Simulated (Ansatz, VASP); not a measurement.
## Two plane-wave programs on GdO

```xyz
2
Lattice="3.2750 0.0000 0.0000 -1.6375 2.8363 0.0000 0.0000 0.0000 3.1884" Properties=species:S:1:pos:R:3 pbc="T T T"
Gd    1.6375    0.9454    1.5942
O     0.0000    0.0000    0.0000
```

Change from the starting cell: species swapped into the WC type (P-6m2, No. 187).

Alike in both runs: task relaxation of cell and atoms; functional PBE; k mesh 6 × 6 × 6; occupations gaussian, width 0.1 eV; collinear spin.

|  | VASP | Ansatz |
| --- | --- | --- |
| version | VASP 6.6.1 | Ansatz 0.2.0 |
| potentials or method | VASP PAW PBE potentials, release 64 (Gd, O), cutoff 600 eV | scalar-relativistic, plane waves, PAW |
| valence electrons in the cell | 24 | 24 |

|  | VASP | Ansatz | Ansatz less VASP |
| --- | --- | --- | --- |
| gap on the k mesh at the Fermi level, each at its own relaxed structure (eV) | none | none | - |
| net moment per atom (μB) | 3.78 | 3.77 | -0.013 |
| relaxed volume (Å³/atom) | 15.37 | 15.34 | -0.036 |
| relaxed cell length with the largest relative difference (Å) | 3.198 | 3.192 | -0.0057 |

A gap of «none» marks a metal or a gap that the smearing closes.

The k mesh is coarse, so the values compare programs but aren't converged. Neither program's run includes spin-orbit coupling.
